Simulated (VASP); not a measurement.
# TaN (P4/mmm) in VASP: further runs

Runs on TaN. Level: PBE. Tasks: single point.

Everything below comes from runs of VASP 6.6.1. Logs are shortened: lines on timing, memory, paths and dates and some standing lists are left out, and cuts for length are marked.

## (1) The cell of the first run

It takes space group P4/mmm (No. 123, tetragonal). The conventional cell has a = 2.965 Å, b = 2.965 Å, c = 3.045 Å, α = 90.00°, β = 90.00°, γ = 90.00°. Within 2.8 Å of Ta (site symmetry 4/mmm) lie 4 N at 2.10 Å. Within 2.8 Å of N (site symmetry 4/mmm) lie 4 Ta at 2.10 Å.

The cell was generated, and may not be a known phase.

## (2) Single point, PBE

Input file INCAR:

```
SYSTEM = TaN
PREC = Accurate
ENCUT = 700
EDIFF = 1E-6
ISMEAR = 0
SIGMA = 0.1
LREAL = .FALSE.
LASPH = .TRUE.
NELM = 120
ALGO = Normal
ISIF = 2
LWAVE = .FALSE.
LCHARG = .FALSE.
GGA = PE
NBANDS = 16
GGA_COMPAT = .FALSE.
```

Input file KPOINTS:

```
Automatic mesh
0
G
  6 6 6
  0 0 0
```

Input file POSCAR:

```
TaN
1.0
    2.9652228856      0.0000000000      0.0000000000
    0.0000000000      2.9652228856      0.0000000000
    0.0000000000      0.0000000000      3.0449639422
Ta N
1 1
Direct
    0.0000000000      0.0000000000      0.5000000000
    0.5000000000      0.5000000000      0.5000000000
```

Potentials or basis: VASP PAW PBE potentials, release 64 (Ta_sv_GW, N).

Launch:

```bash
$ cat potpaw_PBE.64/Ta_sv_GW/POTCAR potpaw_PBE.64/N/POTCAR > POTCAR
$ mpirun -np 1 vasp_std > vasp.out
```

OUTCAR:

```text
SYSTEM = TaN
   PREC = Accurate
   ENCUT = 700
   EDIFF = 1E-6
   ISMEAR = 0
   LREAL = .FALSE.
   LASPH = .TRUE.
   NELM = 120
   ISIF = 2
   GGA = PE

 ion  position               nearest neighbor table
   1  0.000  0.000  0.500-   2 2.10   2 2.10   2 2.10   2 2.10
   2  0.500  0.500  0.500-   1 2.10   1 2.10   1 2.10   1 2.10

  LATTYP: Found a simple tetragonal cell.
 ALAT       =     2.9652228856
 C/A-ratio  =     1.0268920954

  Lattice vectors:

 A1 = (   2.9652228856,   0.0000000000,   0.0000000000)
 A2 = (   0.0000000000,   2.9652228856,   0.0000000000)
 A3 = (   0.0000000000,   0.0000000000,   3.0449639422)

Analysis of symmetry for initial positions (statically):
=====================================================================
 Subroutine PRICEL returns:
 Original cell was already a primitive cell.

 Routine SETGRP: Setting up the symmetry group for a
 simple tetragonal supercell.

 Subroutine GETGRP returns: Found 16 space group operations
 (whereof 16 operations were pure point group operations)
 out of a pool of 16 trial point group operations.

The static configuration has the point symmetry D_4h.

Analysis of symmetry for dynamics (positions and initial velocities):
=====================================================================
 Subroutine PRICEL returns:
 Original cell was already a primitive cell.

 Routine SETGRP: Setting up the symmetry group for a
 simple tetragonal supercell.

 Subroutine GETGRP returns: Found 16 space group operations
 (whereof 16 operations were pure point group operations)
 out of a pool of 16 trial point group operations.

The dynamic configuration has the point symmetry D_4h.

 Subroutine INISYM returns: Found 16 space group operations
 (whereof 16 operations are pure point group operations),
 and found     1 'primitive' translations

----------------------------------------------------------------------------------------

                                     Primitive cell

  volume of cell :      26.7730

  direct lattice vectors                    reciprocal lattice vectors
     2.965222886  0.000000000  0.000000000     0.337242777  0.000000000  0.000000000
     0.000000000  2.965222886  0.000000000     0.000000000  0.337242777  0.000000000
     0.000000000  0.000000000  3.044963942     0.000000000  0.000000000  0.328411114

  length of vectors
     2.965222886  2.965222886  3.044963942     0.337242777  0.337242777  0.328411114

  position of ions in fractional coordinates (direct lattice)
     0.000000000  0.000000000  0.500000000
     0.500000000  0.500000000  0.500000000

  ion indices of the primitive-cell ions
   primitive index   ion index
                 1           1
                 2           2

----------------------------------------------------------------------------------------

 KPOINTS: Automatic mesh

Automatic generation of k-mesh.
 Grid dimensions read from file:
 generate k-points for:    6    6    6

 Generating k-lattice:

  Cartesian coordinates                     Fractional coordinates (reciprocal lattice)
     0.056207129  0.000000000  0.000000000     0.166666667  0.000000000  0.000000000
     0.000000000  0.056207129  0.000000000     0.000000000  0.166666667  0.000000000
     0.000000000  0.000000000  0.054735186     0.000000000  0.000000000  0.166666667

  Length of vectors
     0.056207129  0.056207129  0.054735186

  Shift w.r.t. Gamma in fractional coordinates (k-lattice)
     0.000000000  0.000000000  0.000000000

 Subroutine IBZKPT returns following result:
 ===========================================

 Found     40 irreducible k-points:

 Following reciprocal coordinates:
            Coordinates               Weight
  0.000000  0.000000  0.000000      1.000000
  0.166667  0.000000  0.000000      4.000000
  0.333333  0.000000  0.000000      4.000000
  0.500000  0.000000  0.000000      2.000000
  0.166667  0.166667  0.000000      4.000000
  0.333333  0.166667  0.000000      8.000000
[... 16 lines left out ...]
  0.333333  0.000000  0.333333      8.000000
  0.500000  0.000000  0.333333      4.000000
 [... further k-points ...]
   k-points           NKPTS =     40   k-points in BZ     NKDIM =     40   number of bands    NBANDS=     16
   number of dos      NEDOS =    301   number of ions     NIONS =      2
   total plane-waves  NPLWV =  21952
   dimension x,y,z NGX =    28 NGY =   28 NGZ =   28
   dimension x,y,z NGXF=    56 NGYF=   56 NGZF=   56
   ions per type =               1   1
   NGX,Y,Z   is equivalent  to a cutoff of  15.70, 15.70, 15.29 a.u.
   NGXF,Y,Z  is equivalent  to a cutoff of  31.40, 31.40, 30.57 a.u.
 SYSTEM =  TaN
   PREC   = accura    normal or accurate (medium, high low for compatibility)
   ISTART =      0    job   : 0-new  1-cont  2-samecut
   ICHARG =      2    charge: 1-file 2-atom 10-const
   ISPIN  =      1    spin polarized calculation?
   LNONCOLLINEAR =      F non collinear calculations
   LSORBIT =      F    spin-orbit coupling
   LASPH  =      T    aspherical Exc in radial PAW
   ENCUT  =  700.0 eV  51.45 Ry    7.17 a.u.   6.40  6.40  6.57*2*pi/ulx,y,z
   NELM   =    120;   NELMIN=  2; NELMDL= -5     # of ELM steps
   EDIFF  = 0.1E-05   stopping-criterion for ELM
   LREAL  =      F    real-space projection
   EDIFFG = 0.1E-04   stopping-criterion for IOM
   NSW    =      0    number of steps for IOM
   IBRION =     -1    ionic relax: 0-MD 1-quasi-New 2-CG
   NFREE  =      0    steps in history (QN), initial steepest desc. (CG)
   ISIF   =      2    stress and relaxation
   ISYM   =      2    0-nonsym 1-usesym 2-fastsym
   POTIM  = 0.5000    time-step for ionic-motion
   TEBEG  =    0.0;   TEEND  =   0.0 temperature during run
   PSTRESS=    0.0 pullay stress
   NELECT =      18.0000    total number of electrons
   NUPDOWN=      -1.0000    fix difference up-down
   EMIN   =  10.00;   EMAX   =-10.00  energy-range for DOS
   EFERMI =   0.00;   METHOD = LEGACY
   ISMEAR =     0;   SIGMA  =   0.10  broadening in eV -4-tet -1-fermi 0-gaus
   EFERMI_NEDOS =   21; number of points for ismear=-14 and -15
   IALGO  =     38    algorithm
   IMIX   =      4    mixing-type and parameters
     AMIX     =   0.40;   BMIX     =  1.00
     AMIX_MAG =   1.60;   BMIX_MAG =  1.00
  volume/ion in A,a.u.               =      13.39        90.34
  Fermi-wavevector in a.u.,A,eV,Ry     =   1.434168  2.710185 27.984981  2.056838
  Thomas-Fermi vector in A             =   2.553606
   LORBIT       =      0    0 simple, 1 ext, 2 COOP (PROOUT), +10 PAW based schemes
   GGA     = PE    functional components
   LHFCALC =     F    Hartree Fock is set to
   AEXX    =    0.0000 exact exchange contribution
   IVDW    =     0    specifies the selected vdW correction
   LEPSILON=     F    determine dielectric tensor
   LRPA    =     F    only Hartree local field effects (RPA)
 non-spin polarized calculation
 Gauss-broadening in eV      SIGMA  =   0.10
  energy-cutoff  :      700.00
  volume of cell :       26.77
 maximum number of plane-waves:      1144
 NGX is ok and might be reduce to    28
   NGX = 13   NGY = 13   NGZ = 13

 number of electron      18.0000000 magnetization

 Free energy of the ion-electron system (eV)
  ---------------------------------------------------
  ext. energy  EPLUGINS =         0.00000000
  ---------------------------------------------------
  free energy    TOTEN  =       -24.02550167 eV

  energy without entropy =      -24.02023167  energy(sigma->0) =      -24.02286667

 E-fermi :   9.2017     XC(G=0): -12.2580

 val. band max:        9.1572206510   @ k =   0.5000   0.5000   0.1667
 cond. band min:       9.2238674260   @ k =   0.5000   0.3333   0.3333
 fundamental gap:      0.0666467750
 Fermi energy:         9.2016695884

 k-point     1 :       0.0000    0.0000    0.0000
  band No.  band energies     occupation
      1     -59.4229      2.00000
      2     -25.7035      2.00000
      3     -25.7035      2.00000
      4     -25.5618      2.00000
      5      -7.5470      2.00000
      6       5.1837      2.00000
[... 8 lines left out ...]
     15      22.9676      0.00000
     16      24.0887      0.00000

 k-point     2 :       0.1667    0.0000    0.0000
  band No.  band energies     occupation
      1     -59.4141      2.00000
      2     -25.8928      2.00000
      3     -25.6797      2.00000
      4     -25.5475      2.00000
      5      -7.0243      2.00000
      6       4.2199      2.00000
[... 8 lines left out ...]
     15      20.3966      0.00000
     16      24.3516      0.00000

 k-point     3 :       0.3333    0.0000    0.0000
  band No.  band energies     occupation
      1     -59.3964      2.00000
      2     -26.2532      2.00000
      3     -25.6315      2.00000
      4     -25.5188      2.00000
      5      -5.8071      2.00000
      6       1.9175      2.00000
[... 8 lines left out ...]
     15      19.8654      0.00000
     16      23.8630      0.00000

 k-point     4 :       0.5000    0.0000    0.0000
  band No.  band energies     occupation
      1     -59.3877      2.00000
      2     -26.4254      2.00000
      3     -25.6072      2.00000
      4     -25.5043      2.00000
      5      -5.0163      2.00000
      6       0.7299      2.00000
[... 8 lines left out ...]
     15      20.9254      0.00000
     16      21.7500      0.00000
[... 324 lines left out ...]
 k-point    22 :       0.1667    0.0000    0.3333
  band No.  band energies     occupation
      1     -59.3978      2.00000
      2     -25.8772      2.00000
      3     -25.8598      2.00000
      4     -25.6528      2.00000
      5      -6.6071      2.00000
      6       3.9233      2.00000
[... 8 lines left out ...]
     15      20.1294      0.00000
     16      22.4745      0.00000

 k-point    23 :       0.3333    0.0000    0.3333
  band No.  band energies     occupation
      1     -59.3803      2.00000
      2     -26.2143      2.00000
      3     -25.8396      2.00000
      4     -25.6054      2.00000
      5      -5.4256      2.00000
      6       2.3470      2.00000
[... 8 lines left out ...]
     15      19.8916      0.00000
     16      22.7552      0.00000

 k-point    24 :       0.5000    0.0000    0.3333
  band No.  band energies     occupation
      1     -59.3715      2.00000
      2     -26.3830      2.00000
      3     -25.8215      2.00000
      4     -25.5815      2.00000
      5      -4.6691      2.00000
      6       1.2014      2.00000
[... 8 lines left out ...]
     15      19.7994      0.00000
     16      23.1845      0.00000

 [... further k-points ...]

------------------------ aborting loop because EDIFF is reached ----------------------------------------

  FORCE on cell =-STRESS in cart. coord.  units (eV):
  Direction    XX          YY          ZZ          XY          YZ          ZX
  --------------------------------------------------------------------------------------
  -------------------------------------------------------------------------------------
  Total       -0.0218306     -0.0218306     -0.0758700      0.0000000     -0.0000000     -0.0000000
  in kB       -1.3064125     -1.3064125     -4.5402954      0.0000000     -0.0000000     -0.0000000
  external PRESSURE =      -2.3843735 kB  Pullay stress =       0.0000000 kB

 VOLUME and BASIS-vectors are now :
 -----------------------------------------------------------------------------
  energy-cutoff  :      700.00
  volume of cell :       26.77
      direct lattice vectors                 reciprocal lattice vectors
     2.965222886  0.000000000  0.000000000     0.337242777  0.000000000  0.000000000
     0.000000000  2.965222886  0.000000000     0.000000000  0.337242777  0.000000000
     0.000000000  0.000000000  3.044963942     0.000000000  0.000000000  0.328411114

 POSITION                                       TOTAL-FORCE (eV/Angst)
 -----------------------------------------------------------------------------------
      0.00000      0.00000      1.52248         0.000000      0.000000      0.000000
      1.48261      1.48261      1.52248         0.000000      0.000000      0.000000
 -----------------------------------------------------------------------------------
    total drift:                               -0.000000      0.000000      0.000000

  FREE ENERGIE OF THE ION-ELECTRON SYSTEM (eV)
  ---------------------------------------------------
  free  energy   TOTEN  =       -24.0255016653 eV

  energy  without entropy=      -24.0202316680  energy(sigma->0) =      -24.02286667
```

It took 11 s on 1 thread of Intel Xeon 6975P-C (Granite Rapids), shared host; peak memory 0.18 GiB.

Results:

| Item | Value |
| --- | --- |
| Free energy | -24.0255 eV |
| Pressure | -0.2 GPa |
| Band gap on the k mesh | zero (bands 9 and 10 overlap by 4.33 eV) |

Levels at points of the mesh, in eV from the Fermi level:
| k point | band 6 | band 7 | band 8 | band 9 | band 10 | band 11 | band 12 | band 13 |
| --- | --- | --- | --- | --- | --- | --- | --- | --- |
| (0.00, 0.00, 0.00) | -4.02 | -3.40 | -2.47 | -2.47 | -1.97 | 2.60 | 3.41 | 3.41 |
| (0.50, 0.00, 0.00) | -8.47 | -6.29 | -3.43 | -2.72 | 3.81 | 3.82 | 4.67 | 4.70 |
| (0.50, 0.50, 0.00) | -4.11 | -4.11 | -1.75 | -1.35 | 1.07 | 1.07 | 5.50 | 6.92 |
| (0.00, 0.00, 0.50) | -5.51 | -2.83 | -2.22 | -2.22 | 1.13 | 1.13 | 2.80 | 4.79 |
| (0.50, 0.00, 0.50) | -7.85 | -6.59 | -6.05 | 1.82 | 2.52 | 3.03 | 3.85 | 6.31 |
| (0.50, 0.50, 0.50) | -3.51 | -3.46 | -3.46 | -2.51 | -2.51 | 5.13 | 5.64 | 7.07 |

Caveat: spin-orbit coupling is left out, which moves the levels of the heavy elements.

## (3) Single point, PBE, collinear spin

Input file INCAR:

```
SYSTEM = TaN
PREC = Accurate
ENCUT = 700
EDIFF = 1E-6
ISMEAR = 0
SIGMA = 0.1
LREAL = .FALSE.
LASPH = .TRUE.
NELM = 200
ALGO = Normal
ISIF = 2
LWAVE = .FALSE.
LCHARG = .FALSE.
ISPIN = 2
MAGMOM = 1 0
LORBIT = 11
LMAXMIX = 4
GGA = PE
NBANDS = 20
GGA_COMPAT = .FALSE.
```

Input file KPOINTS:

```
regular mesh
0
G
  6 6 6
  0 0 0
```

POSCAR is that of step 2.

Potentials or basis: VASP PAW PBE potentials, release 64 (Ta_sv_GW, N).

Launch:

```bash
$ cat potpaw_PBE.64/Ta_sv_GW/POTCAR potpaw_PBE.64/N/POTCAR > POTCAR
$ mpirun -np 1 vasp_std > vasp.out
```

OUTCAR:

```text
SYSTEM = TaN
   PREC = Accurate
   ENCUT = 700
   EDIFF = 1E-6
   ISMEAR = 0
   LREAL = .FALSE.
   LASPH = .TRUE.
   NELM = 200
   ISIF = 2
   ISPIN = 2
   LORBIT = 11
   GGA = PE

 ion  position               nearest neighbor table
   1  0.000  0.000  0.500-   2 2.10   2 2.10   2 2.10   2 2.10
   2  0.500  0.500  0.500-   1 2.10   1 2.10   1 2.10   1 2.10

  LATTYP: Found a simple tetragonal cell.
 ALAT       =     2.9652228856
 C/A-ratio  =     1.0268920954

  Lattice vectors:

 A1 = (   2.9652228856,   0.0000000000,   0.0000000000)
 A2 = (   0.0000000000,   2.9652228856,   0.0000000000)
 A3 = (   0.0000000000,   0.0000000000,   3.0449639422)

Analysis of symmetry for initial positions (statically):
=====================================================================
 Subroutine PRICEL returns:
 Original cell was already a primitive cell.

 Routine SETGRP: Setting up the symmetry group for a
 simple tetragonal supercell.

 Subroutine GETGRP returns: Found 16 space group operations
 (whereof 16 operations were pure point group operations)
 out of a pool of 16 trial point group operations.

The static configuration has the point symmetry D_4h.

Analysis of symmetry for dynamics (positions and initial velocities):
=====================================================================
 Subroutine PRICEL returns:
 Original cell was already a primitive cell.

 Routine SETGRP: Setting up the symmetry group for a
 simple tetragonal supercell.

 Subroutine GETGRP returns: Found 16 space group operations
 (whereof 16 operations were pure point group operations)
 out of a pool of 16 trial point group operations.

The dynamic configuration has the point symmetry D_4h.
[... 143 lines left out ...]
   LRPA    =     F    only Hartree local field effects (RPA)
 spin polarized calculation
 Gauss-broadening in eV      SIGMA  =   0.10
  energy-cutoff  :      700.00
  volume of cell :       26.77
 maximum number of plane-waves:      1144
 NGX is ok and might be reduce to    28
   NGX = 13   NGY = 13   NGZ = 13

 number of electron      18.0000000 magnetization      -0.0000056

 number of electron      18.0000000 magnetization       0.0000205

 Free energy of the ion-electron system (eV)
  ---------------------------------------------------
  ext. energy  EPLUGINS =         0.00000000
  ---------------------------------------------------
  free energy    TOTEN  =       -24.02550160 eV

  energy without entropy =      -24.02023363  energy(sigma->0) =      -24.02286761

 E-fermi :   9.2016     XC(G=0): -12.2580

 val. band max:        9.1571320338   @ k =   0.5000   0.5000   0.1667
 cond. band min:       9.2238203522   @ k =   0.5000   0.3333   0.3333
 fundamental gap:      0.0666883184
 Fermi energy:         9.2015841237

 spin component 1

 k-point     1 :       0.0000    0.0000    0.0000
  band No.  band energies     occupation
      1     -59.4231      1.00000
      2     -25.7037      1.00000
      3     -25.7037      1.00000
      4     -25.5621      1.00000
      5      -7.5471      1.00000
      6       5.1836      1.00000
[... 541 lines left out ...]
     19      27.6832      0.00000
     20      30.0407      0.00000

 [... further k-points ...]

 spin component 2

 k-point     1 :       0.0000    0.0000    0.0000
  band No.  band energies     occupation
      1     -59.4230      1.00000
      2     -25.7036      1.00000
      3     -25.7036      1.00000
      4     -25.5621      1.00000
      5      -7.5471      1.00000
      6       5.1835      1.00000
[... 541 lines left out ...]
     19      27.6832      0.00000
     20      30.0407      0.00000

 [... further k-points ...]
[... 5 lines left out ...]
  --------------------------------------------------------------------------------------
  -------------------------------------------------------------------------------------
  Total       -0.0205712     -0.0205712     -0.0743666      0.0000000      0.0000000      0.0000000
  in kB       -1.2310436     -1.2310436     -4.4503222      0.0000000      0.0000000      0.0000000
  external PRESSURE =      -2.3041364 kB  Pullay stress =       0.0000000 kB

 VOLUME and BASIS-vectors are now :
 -----------------------------------------------------------------------------
  energy-cutoff  :      700.00
  volume of cell :       26.77
      direct lattice vectors                 reciprocal lattice vectors
     2.965222886  0.000000000  0.000000000     0.337242777  0.000000000  0.000000000
     0.000000000  2.965222886  0.000000000     0.000000000  0.337242777  0.000000000
     0.000000000  0.000000000  3.044963942     0.000000000  0.000000000  0.328411114

 POSITION                                       TOTAL-FORCE (eV/Angst)
 -----------------------------------------------------------------------------------
      0.00000      0.00000      1.52248         0.000000      0.000000      0.000000
      1.48261      1.48261      1.52248         0.000000      0.000000      0.000000
 -----------------------------------------------------------------------------------
    total drift:                                0.000000      0.000000      0.000000

  FREE ENERGIE OF THE ION-ELECTRON SYSTEM (eV)
  ---------------------------------------------------
  free  energy   TOTEN  =       -24.0255015965 eV

  energy  without entropy=      -24.0202336314  energy(sigma->0) =      -24.02286761

 total charge

# of ion       s       p       d       f       tot
--------------------------------------------------
    1        3.225   6.054   2.289   0.105  11.672
    2        1.260   2.466   0.000   0.000   3.726
--------------------------------------------------
tot          4.485   8.519   2.289   0.105  15.398

 magnetization (x)

# of ion       s       p       d       f       tot
--------------------------------------------------
    1       -0.000   0.000  -0.000  -0.000  -0.000
    2       -0.000   0.000   0.000   0.000   0.000
--------------------------------------------------
tot         -0.000   0.000  -0.000  -0.000  -0.000
```

Wall time 35 s (1 thread of AMD EPYC 9R45 (Zen 5), shared host); peak memory 0.19 GiB.

What came out:

| Quantity | Value |
| --- | --- |
| Free energy | -24.0255 eV |
| Pressure | -0.2 GPa |
| Band gap on the k mesh | zero (filled and empty bands overlap) |
| Net moment | 0.00 μB per cell |
| Valence electrons inside the program's atomic spheres | Ta 11.67; N 3.73 |

Caveat: spin-orbit coupling is left out, which moves the levels of the heavy elements.

The gap in the log of VASP goes by the Fermi energy; the results here count the filled bands.